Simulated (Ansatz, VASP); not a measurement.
## SrO in VASP and in Ansatz

```
Sr O
1.0
     0.00000    2.67561    2.67561
     2.67561    0.00000    2.67561
     2.67561    2.67561    0.00000
Sr O
1 1
Direct
  0.50000 0.50000 0.50000
  0.00000 0.00000 0.00000
```

Change from the starting cell: hydrostatic strain +3.7%.

Alike in both runs: task single point; functional r2SCAN; k mesh 8 × 8 × 8; no spin polarisation.

|  | VASP | Ansatz |
| --- | --- | --- |
| version | VASP 6.6.1 | Ansatz 0.2.0 |
| potentials or method | VASP PAW PBE potentials, release 64 (Sr_sv, O) | plane waves, PAW |
| plane-wave cutoff (eV) | 520 | 500 |
| occupations | gaussian, width 0.01 eV | fixed |
| valence electrons in the cell | 16 | 16 |

|  | VASP | Ansatz | Ansatz less VASP |
| --- | --- | --- | --- |
| gap on the k mesh at the Fermi level (eV) | 3.77 | 3.81 | +0.042 |
| pressure (GPa) | -7.7 | -8.0 | -0.32 |

VASP's potentials were made for PBE, not for r2SCAN.
